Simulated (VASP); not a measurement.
Here is a VASP 6.6.1 calculation.

INCAR

```
ALGO     = Normal         # electronic algorithm
EDIFF    = 1E-6           # SCF threshold, eV
ENCUT    = 520            # plane-wave cutoff, eV
GGA      = PE             # functional
ISIF     = 2              # what is computed and relaxed
ISMEAR   = 0              # smearing method
ISPIN    = 2              # spin polarisation
LASPH    = True           # aspherical terms in the spheres
LCHARG   = False          # write CHGCAR
LDAU     = True           # DFT+U
LDAUJ    = 0 0          
LDAUL    = 2 -1           # shell
LDAUPRINT= 1            
LDAUTYPE = 2            
LDAUU    = 4 0            # U, eV
LMAXMIX  = 4              # l up to which the mixer works
LORBIT   = 11             # projections on sites
LREAL    = False          # projectors in reciprocal space
LWAVE    = False          # write WAVECAR
MAGMOM   = 1 1 0 0        # initial moments
NBANDS   = 29             # bands
NELM     = 150            # most SCF steps
PREC     = Accurate       # precision mode
SIGMA    = 0.05           # smearing width, eV
```

Contents of KPOINTS:

```
k-points
0
Gamma
  8 8 6
```

File POSCAR:

```
CuO
1.0
    2.3446497597     -1.7133998245      0.0000000000
    2.3446497597      1.7133998245      0.0000000000
   -0.8605499119      0.0000000000      5.0594394816
Cu O
2 2
Direct
    0.0032000000      0.4968000000      0.0000000000
    0.4968000000      0.0032000000      0.5000000000
    0.5714000000      0.4056000000      0.2537000000
    0.4056000000      0.5714000000      0.7537000000
```

Potentials or basis: VASP PAW PBE potentials, release 64 (Cu, O).

Command:

```console
$ cat potpaw_PBE.64/Cu/POTCAR potpaw_PBE.64/O/POTCAR > POTCAR
$ mpirun -np 1 vasp_std > vasp.out
```

Problem. What does it give for the largest force?

Solution. 0.809 eV/Å.

Problem. Predict the net moment.

Solution. 2.00 μB per cell.

Forces in eV/Å, atoms in the order of the input:
```
Cu  -0.692  0.302  0.292
Cu  -0.692 -0.302  0.292
O    0.692  0.100 -0.292
O    0.692 -0.100 -0.292
```
